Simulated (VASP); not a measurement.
# Ag: single point with r2SCAN

The system is Ag.

```
Ag
1.0
     0.00000    2.01245    2.04310
     2.01245    0.00000    2.04310
     2.01245    2.01245    0.00000
Ag
1
Direct
  0.00000 0.00000 0.00000
```

This cell differs from its parent crystal: strain -0.015 along x and y, +0.000 along z.

| Property | Result |
| --- | --- |
| Program | VASP 6.6.1 |
| Task | single point |
| Functional | r2SCAN |
| Potentials or basis | VASP PAW PBE potentials, release 64 (Ag) |
| Cutoff | 520 eV |
| k mesh | 20 × 20 × 20 |
| Occupations | gaussian, width 0.15 eV |
| Spin | no spin polarisation |

```
Pressure               : 5.3 GPa
Band gap on the k mesh : zero (an odd number of electrons rules out a gap without spin polarisation)
```

Stress tensor (GPa, compression positive):
```
5.55 0.00 0.00
0.00 5.55 0.00
0.00 0.00 4.86
```

Levels at points of the mesh, in eV from the Fermi level:
| k point | band 2 | band 3 | band 4 | band 5 | band 6 | band 7 | band 8 | band 9 | band 10 | band 11 |
| --- | --- | --- | --- | --- | --- | --- | --- | --- | --- | --- |
| (0.00, 0.00, 0.00) | -5.33 | -5.23 | -5.23 | -4.22 | -4.11 | 16.71 | 20.48 | 20.71 | 20.71 | 25.66 |
| (0.50, 0.00, 0.00) | -5.35 | -5.25 | -3.33 | -3.28 | -0.43 | 3.87 | 15.94 | 18.77 | 19.12 | 23.87 |
| (0.50, 0.50, 0.00) | -6.89 | -3.34 | -3.08 | -3.08 | 1.50 | 6.95 | 11.48 | 11.48 | 18.22 | 18.45 |
| (0.50, 0.00, 0.50) | -6.88 | -3.35 | -3.11 | -3.03 | 1.78 | 7.34 | 11.19 | 11.21 | 17.95 | 18.17 |

Run time: 2.5 min on 1 thread of Intel(R) Xeon(R) 6975P-C (Granite Rapids), on a shared host, peak memory 0.25 GiB.

Caveat: the cell differs from its parent crystal (strain -0.015 along x and y, +0.000 along z); the cell stands under pressure; the PAW data sets were made with another functional, which shifts forces and pressure a little.
